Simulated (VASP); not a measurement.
A run of VASP 6.6.1 is set up as follows.

Contents of POSCAR:

```
Mo
1.0
   -1.5710000000      1.5710000000      1.5710000000
    1.5710000000     -1.5710000000      1.5710000000
    1.5710000000      1.5710000000     -1.5710000000
Mo
1
Direct
    0.0000000000      0.0000000000      0.0000000000
```

File INCAR.step1:

```
  PREC = Accurate
  ENCUT = 520
  ISMEAR = 0
  SIGMA = 0.15
  LREAL = F
  LASPH = T
  NELM = 100
  NBANDS = 13
  GGA = PE
  ALGO = Normal
  EDIFF = 1E-4
  LWAVE = T
  LCHARG = F
```

INCAR.step2

```
  PREC = Accurate
  ENCUT = 520
  EDIFF = 1E-7
  ISMEAR = 0
  SIGMA = 0.15
  LREAL = F
  LASPH = T
  NELM = 100
  ALGO = Normal
  ISIF = 2
  LWAVE = F
  LCHARG = F
  METAGGA = R2SCAN
  LMIXTAU = T
  NBANDS = 13
  ISTART = 1
```

KPOINTS

```
regular mesh
0
Gamma
  22 22 22
```

Potentials or basis: VASP PAW PBE potentials, release 64 (Mo_sv).

Launch:

```sh
$ cat potpaw_PBE.64/Mo_sv/POTCAR > POTCAR
$ cp INCAR.step1 INCAR
$ mpirun -np 1 vasp_std > vasp.out
$ cp INCAR.step2 INCAR
$ mpirun -np 1 vasp_std > vasp.out
```

Problem. Predict the pressure.

Solution. 3.5 GPa.

Problem. Estimate the band gap on the k mesh.

Solution. Zero (band 7 reaches 16.86 eV, above the bottom of band 8 at 11.24 eV).

Caveat: the PAW data sets were made with another functional, which shifts forces and pressure a little.
